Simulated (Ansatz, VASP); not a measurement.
## One calculation of HfO2, two programs

INCAR

```
SYSTEM = HfO2
PREC = Accurate
ENCUT = 520
EDIFF = 1E-6
ISMEAR = -1
SIGMA = 0.05
LREAL = .False.
LASPH = .True.
NELM = 80
ALGO = Normal
ISIF = 2
LWAVE = .False.
LCHARG = .False.
GGA = PE
NBANDS = 56
```

KPOINTS

```
regular mesh
0
Gamma
  5 5 5
  0 0 0
```

The input POSCAR:

```
HfO2
1.0
    5.1518950275      0.0000000000      0.0000000000
    0.0000000000      5.2200433850      0.0000000000
   -0.8643497359      0.0000000000      5.2483970684
Hf O
4 8
Direct
    0.2755000000      0.4603000000      0.7080000000
    0.7245000000      0.9603000000      0.7920000000
    0.7245000000      0.5397000000      0.2920000000
    0.2755000000      0.0397000000      0.2080000000
    0.0742000000      0.1684000000      0.8467000000
    0.9258000000      0.6684000000      0.6533000000
    0.9258000000      0.8316000000      0.1533000000
    0.0742000000      0.3316000000      0.3467000000
    0.4487000000      0.7419000000      0.9801000000
    0.5513000000      0.2419000000      0.5199000000
    0.5513000000      0.2581000000      0.0199000000
    0.4487000000      0.7581000000      0.4801000000
```

input.yaml

```yaml
crystal:
  lattice:
    - [5.1518950275, 0.0, 0.0]
    - [0.0, 5.220043385, 0.0]
    - [-0.8643497359, 0.0, 5.2483970684]
  atoms:
    - { symbol: Hf, position: [0.2755, 0.4603, 0.708] }
    - { symbol: Hf, position: [0.7245, 0.9603, 0.792] }
    - { symbol: Hf, position: [0.7245, 0.5397, 0.292] }
    - { symbol: Hf, position: [0.2755, 0.0397, 0.208] }
    - { symbol: O, position: [0.0742, 0.1684, 0.8467] }
    - { symbol: O, position: [0.9258, 0.6684, 0.6533] }
    - { symbol: O, position: [0.9258, 0.8316, 0.1533] }
    - { symbol: O, position: [0.0742, 0.3316, 0.3467] }
    - { symbol: O, position: [0.4487, 0.7419, 0.9801] }
    - { symbol: O, position: [0.5513, 0.2419, 0.5199] }
    - { symbol: O, position: [0.5513, 0.2581, 0.0199] }
    - { symbol: O, position: [0.4487, 0.7581, 0.4801] }
hamiltonian:
  xc: pbe
  pseudopotentials: { kind: paw }
kpoints:
  mp_grid: { grid: [5, 5, 5] }
scf:
  occupations: { method: fermi_dirac, width: 0.05 }
output:
  forces: true
  stress: true
  eigenvalues: true
```

Alike in both runs: task single point; functional PBE; k mesh 5 × 5 × 5; occupations fermi-dirac, width 0.05 eV; no spin polarisation.

|  | VASP | Ansatz |
| --- | --- | --- |
| version | VASP 6.6.1 | Ansatz 0.2.0 |
| potentials or method | VASP PAW PBE potentials, release 64 (Hf_pv, O) | Ansatz PAW |
| plane-wave cutoff (eV) | 520 | 420 |
| valence electrons in the cell | 88 | 152 |

Ansatz gave:

```
gap on the k mesh at the Fermi level (eV)                     : 4.14
least direct gap on the mesh (eV)                             : 4.20
pressure (GPa)                                                : 1.0
traceless stress, the component that is largest in VASP (GPa) : -0.76
rms of the force components (eV/Å)                            : 0.153
```

Task: Which values does VASP return?

Result: gap on the k mesh at the Fermi level (eV): 4.09; least direct gap on the mesh (eV): 4.16; pressure (GPa): -2.1; traceless stress, the component that is largest in VASP (GPa): -0.80; rms of the force components (eV/Å): 0.144.

Atom by atom the forces differ by 0.033 eV/Å (rms over components). The functional is the same, so the differences come from potentials, cutoffs and numerics. VASP's potentials hold 88 valence electrons a cell and Ansatz's 152, so a difference there can come from the potentials and not from the codes.

Neither program's run includes spin-orbit coupling. Noted on Ansatz's run: odd divisions of the mesh miss points on the zone boundary, where band edges often lie, so the gap on the mesh can be too wide.
